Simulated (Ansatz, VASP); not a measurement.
# MnS in VASP and in Ansatz

```
Mn S
1.0
     0.00000    2.54258    2.54258
     2.54258    0.00000    2.54258
     2.54258    2.54258    0.00000
Mn S
1 1
Direct
  0.00000 0.00000 0.00000
  0.50000 0.50000 0.50000
```

Alike in both runs: task single point; functional r2SCAN; k mesh 12 × 12 × 12; occupations gaussian, width 0.05 eV; collinear spin.

|  | VASP | Ansatz |
| --- | --- | --- |
| version | VASP 6.6.1 | Ansatz 0.2.0 |
| potentials or method | VASP PAW PBE potentials, release 64 (Mn_pv, S), cutoff 520 eV | scalar-relativistic, plane waves, PAW |
| valence electrons in the cell | 19 | 21 |

VASP gave:

| Quantity | Value |
| --- | --- |
| gap on the k mesh at the Fermi level (eV) | none |
| pressure (GPa) | 6.3 |
| net moment per atom (μB) | 2.44 |
| size of the moment on the site where the two differ most (μB) | 4.41 |

Question: Which values does Ansatz return?

Answer: gap on the k mesh at the Fermi level (eV): none; pressure (GPa): 6.3; net moment per atom (μB): 2.44; size of the moment on the site where the two differ most (μB): 4.34.

VASP's potentials were made for PBE, not for r2SCAN. Site moments also hang on the region over which each program counts them. A gap of «none» marks a metal or a gap that the smearing closes. VASP's potentials hold 19 valence electrons a cell and Ansatz's 21, so a difference there can come from the potentials and not from the codes. Ansatz's warnings: stability check not made.
